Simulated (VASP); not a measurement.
# TePt (P6_3/mmc) in VASP: notebook

Runs on TePt. Level: r2SCAN. Tasks: single point, relaxation of shape and atoms at fixed volume.

All numbers are computed with VASP 6.6.1; they aren't measurements. Logs are shortened: lines on timing, memory, paths and dates and some standing lists are left out, and cuts for length are marked.

## 1. The cell of the first run

The structure is hexagonal, space group P6_3/mmc (No. 194). The conventional cell has a = 3.786 Å, b = 3.786 Å, c = 5.139 Å, α = 90.00°, β = 90.00°, γ = 120.00°. Te (site symmetry -6m2) has 6 Pt at 2.54 Å and 6 Te at 3.37 Å within 3.4 Å. Pt (site symmetry -3m) has 6 Te at 2.54 Å and 2 Pt at 2.57 Å within 3.3 Å.

## 2. Single point, r2SCAN

POSCAR

```
TePt
1.0
    3.7855508753      0.0000000000      0.0000000000
   -1.8927754376      3.2783832253      0.0000000000
    0.0000000000      0.0000000000      5.1385571432
Te Pt
2 2
Direct
    0.3333333333      0.6666666667      0.2500000000
    0.6666666667      0.3333333333      0.7500000000
    0.0000000000      0.0000000000      0.0000000000
    0.0000000000      0.0000000000      0.5000000000
```

INCAR.step1

```
  ALGO = Normal
  EDIFF = 1E-4
  ENCUT = 520
  GGA = PE
  ISMEAR = 0
  LASPH = True
  LCHARG = False
  LREAL = False
  LWAVE = True
  NBANDS = 24
  NELM = 80
  PREC = Accurate
  SIGMA = 0.1
```

INCAR.step2

```
  ALGO = Normal
  EDIFF = 1E-7
  ENCUT = 520
  ISIF = 2
  ISMEAR = 0
  ISTART = 1
  LASPH = True
  LCHARG = True
  LELF = True
  LMIXTAU = True
  LREAL = False
  LVHAR = True
  LWAVE = False
  METAGGA = R2SCAN
  NBANDS = 24
  NELM = 80
  PREC = Accurate
  SIGMA = 0.1
```

KPOINTS

```
k-points
0
Gamma
  12 12 8
```

Potentials or basis: VASP PAW PBE potentials, release 64 (Te, Pt).

Started as:

```bash
> cat potpaw_PBE.64/Te/POTCAR potpaw_PBE.64/Pt/POTCAR > POTCAR
> cp INCAR.step1 INCAR
> mpirun -np 1 vasp_std > vasp.out
> cp INCAR.step2 INCAR
> mpirun -np 1 vasp_std > vasp.out
```

OUTCAR:

```text
EDIFF = 1E-7
   ENCUT = 520
   ISIF = 2
   ISMEAR = 0
   ISTART = 1
   LASPH = True
   LREAL = False
   METAGGA = R2SCAN
   NELM = 80
   PREC = Accurate

 ion  position               nearest neighbor table
   1  0.333  0.667  0.250-   3 2.54   4 2.54   3 2.54   4 2.54   3 2.54   4 2.54   2 3.37   2 3.37
                             2 3.37   2 3.37   2 3.37   2 3.37
   2  0.667  0.333  0.750-   3 2.54   4 2.54   3 2.54   4 2.54   3 2.54   4 2.54   1 3.37   1 3.37
                             1 3.37   1 3.37   1 3.37   1 3.37
   3  0.000  0.000  0.000-   1 2.54   2 2.54   1 2.54   2 2.54   2 2.54   1 2.54   4 2.57   4 2.57

   4  0.000  0.000  0.500-   1 2.54   2 2.54   1 2.54   2 2.54   2 2.54   1 2.54   3 2.57   3 2.57

  LATTYP: Found a hexagonal cell.
 ALAT       =     3.7855508753
 C/A-ratio  =     1.3574133098

  Lattice vectors:

 A1 = (   3.7855508753,   0.0000000000,   0.0000000000)
 A2 = (  -1.8927754376,   3.2783832253,   0.0000000000)
 A3 = (   0.0000000000,   0.0000000000,   5.1385571432)

Analysis of symmetry for initial positions (statically):
=====================================================================
 Subroutine PRICEL returns:
 Original cell was already a primitive cell.

 Routine SETGRP: Setting up the symmetry group for a
 hexagonal supercell.

 Subroutine GETGRP returns: Found 24 space group operations
 (whereof 12 operations were pure point group operations)
 out of a pool of 24 trial point group operations.

The static configuration has the point symmetry D_3d.
 The point group associated with its full space group is D_6h.

Analysis of symmetry for dynamics (positions and initial velocities):
=====================================================================
 Subroutine PRICEL returns:
 Original cell was already a primitive cell.

 Routine SETGRP: Setting up the symmetry group for a
 hexagonal supercell.

 Subroutine GETGRP returns: Found 24 space group operations
 (whereof 12 operations were pure point group operations)
 out of a pool of 24 trial point group operations.

The dynamic configuration has the point symmetry D_3d.
 The point group associated with its full space group is D_6h.

 Subroutine INISYM returns: Found 24 space group operations
 (whereof 12 operations are pure point group operations),
[... 95 lines left out ...]
   LNONCOLLINEAR =      F non collinear calculations
   LSORBIT =      F    spin-orbit coupling
   LASPH  =      T    aspherical Exc in radial PAW
   ENCUT  =  520.0 eV  38.22 Ry    6.18 a.u.   7.04  7.04  9.55*2*pi/ulx,y,z
   NELM   =     80;   NELMIN=  2; NELMDL=  0     # of ELM steps
   EDIFF  = 0.1E-06   stopping-criterion for ELM
   LREAL  =      F    real-space projection
   EDIFFG = 0.1E-05   stopping-criterion for IOM
   NSW    =      0    number of steps for IOM
   IBRION =     -1    ionic relax: 0-MD 1-quasi-New 2-CG
   NFREE  =      0    steps in history (QN), initial steepest desc. (CG)
   ISIF   =      2    stress and relaxation
   ISYM   =      2    0-nonsym 1-usesym 2-fastsym
   POTIM  = 0.5000    time-step for ionic-motion
   TEBEG  =    0.0;   TEEND  =   0.0 temperature during run
   PSTRESS=    0.0 pullay stress
   NELECT =      32.0000    total number of electrons
   NUPDOWN=      -1.0000    fix difference up-down
   EMIN   =  10.00;   EMAX   =-10.00  energy-range for DOS
   EFERMI =   0.00;   METHOD = LEGACY
   ISMEAR =     0;   SIGMA  =   0.10  broadening in eV -4-tet -1-fermi 0-gaus
   EFERMI_NEDOS =   21; number of points for ismear=-14 and -15
   IALGO  =     38    algorithm
   IMIX   =      4    mixing-type and parameters
     AMIX     =   0.40;   BMIX     =  1.00
     AMIX_MAG =   1.60;   BMIX_MAG =  1.00
  volume/ion in A,a.u.               =      15.94       107.59
  Fermi-wavevector in a.u.,A,eV,Ry     =   1.300913  2.458369 23.026145  1.692374
  Thomas-Fermi vector in A             =   2.432081
   LORBIT       =      0    0 simple, 1 ext, 2 COOP (PROOUT), +10 PAW based schemes
   METAGGA = R2SCAN    functional components
   LHFCALC =     F    Hartree Fock is set to
   AEXX    =    0.0000 exact exchange contribution
   IVDW    =     0    specifies the selected vdW correction
   LEPSILON=     F    determine dielectric tensor
   LRPA    =     F    only Hartree local field effects (RPA)
 non-spin polarized calculation
 Gauss-broadening in eV      SIGMA  =   0.10
  energy-cutoff  :      520.00
  volume of cell :       63.77
 maximum number of plane-waves:      1743
   NGX = 15   NGY = 15   NGZ = 19

 number of electron      31.9999995 magnetization

 Free energy of the ion-electron system (eV)
  ---------------------------------------------------
  ext. energy  EPLUGINS =         0.00000000
  ---------------------------------------------------
  free energy    TOTEN  =      -149.70525502 eV

  energy without entropy =     -149.69806735  energy(sigma->0) =     -149.70166119

 E-fermi :  15.4865     XC(G=0): -13.6815

 val. band max:       15.4861768133   @ k =   0.2500   0.1667   0.2500
 cond. band min:      15.4942370966   @ k =   0.4167  -0.0000   0.3750
 fundamental gap:      0.0080602833
 Fermi energy:        15.4864993740

 k-point     1 :       0.0000    0.0000    0.0000
  band No.  band energies     occupation
      1      -2.7394      2.00000
      2       2.1148      2.00000
      3       4.3899      2.00000
      4       5.8707      2.00000
      5       5.8707      2.00000
      6       6.6185      2.00000
[... 637 lines left out ...]
     23      22.8793      0.00000
     24      24.3899      0.00000

 [... further k-points ...]

------------------------ aborting loop because EDIFF is reached ----------------------------------------

  FORCE on cell =-STRESS in cart. coord.  units (eV):
  Direction    XX          YY          ZZ          XY          YZ          ZX
  --------------------------------------------------------------------------------------
  -------------------------------------------------------------------------------------
  Total       36.0161049     36.0161049     36.1827967      0.0000000     -0.0000000      0.0000000
  in kB      904.8515367    904.8515366    909.0394222      0.0000000     -0.0000000      0.0000000
  external PRESSURE =     906.2474985 kB  Pullay stress =       0.0000000 kB

 VOLUME and BASIS-vectors are now :
 -----------------------------------------------------------------------------
  energy-cutoff  :      520.00
  volume of cell :       63.77
      direct lattice vectors                 reciprocal lattice vectors
     3.785550875  0.000000000  0.000000000     0.264162346  0.152514202  0.000000000
    -1.892775438  3.278383225  0.000000000     0.000000000  0.305028403  0.000000000
     0.000000000  0.000000000  5.138557143     0.000000000  0.000000000  0.194607158

 POSITION                                       TOTAL-FORCE (eV/Angst)
 -----------------------------------------------------------------------------------
     -0.00000      2.18559      1.28464        -0.000000      0.000000      0.000000
      1.89278      1.09279      3.85392         0.000000      0.000000      0.000000
      0.00000      0.00000      0.00000         0.000000      0.000000      0.000000
      0.00000      0.00000      2.56928         0.000000      0.000000      0.000000
 -----------------------------------------------------------------------------------
    total drift:                               -0.000000      0.000000      0.000000

  FREE ENERGIE OF THE ION-ELECTRON SYSTEM (eV)
  ---------------------------------------------------
  free  energy   TOTEN  =      -149.7052550183 eV

  energy  without entropy=     -149.6980673524  energy(sigma->0) =     -149.70166119
```

OUTCAR.step1:

```text
EDIFF = 1E-4
   ENCUT = 520
   GGA = PE
   ISMEAR = 0
[... 882 lines left out ...]
     -0.00000      2.18559      1.28464        -0.000000      0.000000      0.000000
      1.89278      1.09279      3.85392         0.000000     -0.000000      0.000000
      0.00000      0.00000      0.00000         0.000000      0.000000      0.000000
      0.00000      0.00000      2.56928         0.000000      0.000000      0.000000
 -----------------------------------------------------------------------------------
    total drift:                               -0.000000      0.000000      0.000000

  FREE ENERGIE OF THE ION-ELECTRON SYSTEM (eV)
  ---------------------------------------------------
  free  energy   TOTEN  =       -14.0487694668 eV

  energy  without entropy=      -14.0406864409  energy(sigma->0) =      -14.04472795
```

OSZICAR.step1:

```text
N       E                     dE             d eps       ncg     rms          rms(c)
DAV:   1     0.187434447550E+03    0.18743E+03   -0.14673E+04  4608   0.122E+03
DAV:   2    -0.762037800037E+01   -0.19505E+03   -0.18268E+03  5448   0.257E+02
DAV:   3    -0.144575619683E+02   -0.68372E+01   -0.67216E+01  5656   0.467E+01
DAV:   4    -0.145304835354E+02   -0.72922E-01   -0.72897E-01  5184   0.538E+00
DAV:   5    -0.145317518434E+02   -0.12683E-02   -0.12683E-02  5760   0.698E-01    0.404E+01
DAV:   6    -0.141827250519E+02    0.34903E+00   -0.46120E-01  5008   0.593E+00    0.242E+01
DAV:   7    -0.140513443207E+02    0.13138E+00   -0.78385E-02  4944   0.186E+00    0.126E+00
DAV:   8    -0.140485119596E+02    0.28324E-02   -0.97200E-03  5456   0.893E-01    0.395E-01
DAV:   9    -0.140487470218E+02   -0.23506E-03   -0.79282E-04  5360   0.167E-01    0.240E-01
DAV:  10    -0.140487694668E+02   -0.22445E-04   -0.13258E-04  3472   0.812E-02
   1 F= -.14048769E+02 E0= -.14044728E+02  d E =-.808303E-02
```

Run time: 6.5 min. Hardware: 1 thread of AMD EPYC 7R13 (Zen 3), shared host; peak memory 0.25 GiB.

Results:

* Free energy: -149.7053 eV
* Pressure: 90.6 GPa
* Band gap on the k mesh: zero (bands 16 and 17 overlap by 1.69 eV)

Stress tensor (GPa, compression positive):
```
90.49  0.00  0.00
 0.00 90.49  0.00
 0.00  0.00 90.90
```

Caveat: the cell stands under pressure; the PAW data sets were made with another functional, which shifts forces and pressure a little; spin-orbit coupling is left out, which moves the levels of the heavy elements.

(Part 1 of 3 ends here.)

The gap in the log of VASP goes by the Fermi energy; the results here count the filled bands.